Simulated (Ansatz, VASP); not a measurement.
## One calculation of Bi2Te3, two programs

```
Bi Te
1.0
     2.22327    1.28361   10.72289
    -2.22327    1.28361   10.72289
     0.00000   -2.56722   10.72289
Bi Te
2 3
Direct
  0.39721 0.39721 0.39721
  0.60279 0.60279 0.60279
  0.00000 0.00000 0.00000
  0.21603 0.21603 0.21603
  0.78397 0.78397 0.78397
```

Alike in both runs: functional PBE; k mesh 12 × 12 × 12; occupations gaussian, width 0.02 eV; no spin polarisation.

Ansatz relaxed the structure, and its values are those at the end. VASP's run is a single point on that final structure, the one shown.

|  | VASP | Ansatz |
| --- | --- | --- |
| version | VASP 6.6.1 | Ansatz 0.2.0 |
| potentials or method | VASP PAW PBE potentials, release 64 (Bi_d, Te), cutoff 520 eV | scalar-relativistic, plane waves, PAW |
| valence electrons in the cell | 48 | 78 |

VASP gave:

* gap on the k mesh at the Fermi level (eV): 0.54
* least direct gap on the mesh (eV): 0.54
* pressure (GPa): 0.0
* rms of the force components (eV/Å): 0.004

Estimate Ansatz's values.

gap on the k mesh at the Fermi level (eV): 0.55; least direct gap on the mesh (eV): 0.55; pressure (GPa): 0.0; rms of the force components (eV/Å): 0.000.

With one functional, cell and mesh, what is left measures potentials, basis and numerics. VASP's potentials hold 48 valence electrons a cell and Ansatz's 78, so a difference there can come from the potentials and not from the codes.

Neither program's run includes spin-orbit coupling.
